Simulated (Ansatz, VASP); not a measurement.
## One calculation of ZnCu, two programs

The input INCAR:

```
SYSTEM = ZnCu
ALGO = Fast
EDIFF = 1E-6
ENCUT = 520
GGA = PS
ISIF = 2
ISMEAR = 0
LASPH = .True.
LCHARG = .False.
LREAL = .False.
LWAVE = .False.
NBANDS = 18
NELM = 80
PREC = Accurate
SIGMA = 0.15
```

File KPOINTS:

```
k-points
0
Gamma
  18 18 18
  0 0 0
```

The input POSCAR:

```
ZnCu
1.0
    3.1320349067      0.7245674543      0.7245674543
    0.7245674543      3.1320349067      0.7245674543
    0.7245674543      0.7245674543      3.1320349067
Zn Cu
1 1
Direct
    0.5000000000      0.5000000000      0.5000000000
    0.0000000000      0.0000000000      0.0000000000
```

Input for Ansatz:

```yaml
crystal:
  lattice:
    - [3.1320349067, 0.7245674543, 0.7245674543]
    - [0.7245674543, 3.1320349067, 0.7245674543]
    - [0.7245674543, 0.7245674543, 3.1320349067]
  atoms:
    - { symbol: Zn, position: [0.5, 0.5, 0.5] }
    - { symbol: Cu, position: [0.0, 0.0, 0.0] }
basis:
  ecutwfc: 520.0
kpoints:
  mp_grid: { grid: [18, 18, 18] }
hamiltonian:
  xc: pbesol
  pseudopotentials: { kind: paw }
scf:
  occupations: { method: gaussian, width: 0.15 }
output:
  forces: true
  stress: true
  eigenvalues: true
```

Alike in both runs: task single point; functional PBEsol; k mesh 18 × 18 × 18; occupations gaussian, width 0.15 eV; no spin polarisation.

|  | VASP | Ansatz |
| --- | --- | --- |
| version | VASP 6.6.1 | Ansatz 0.2.0 |
| potentials or method | VASP PAW PBE potentials, release 64 (Zn, Cu), cutoff 520 eV | scalar-relativistic, plane waves, PAW |
| valence electrons in the cell | 23 | 31 |

```csv
,VASP,Ansatz,Ansatz less VASP
gap on the k mesh at the Fermi level (eV),none,none,-
pressure (GPa),11.1,8.8,-2.32
"traceless stress, the component that is largest in VASP (GPa)",-0.98,-0.98,+0.002
```

VASP's potentials were made for PBE, not for PBEsol. A gap of «none» marks a metal or a gap that the smearing closes. The functional is the same, so the differences come from potentials, cutoffs and numerics. VASP's potentials hold 23 valence electrons a cell and Ansatz's 31, so a difference there can come from the potentials and not from the codes.
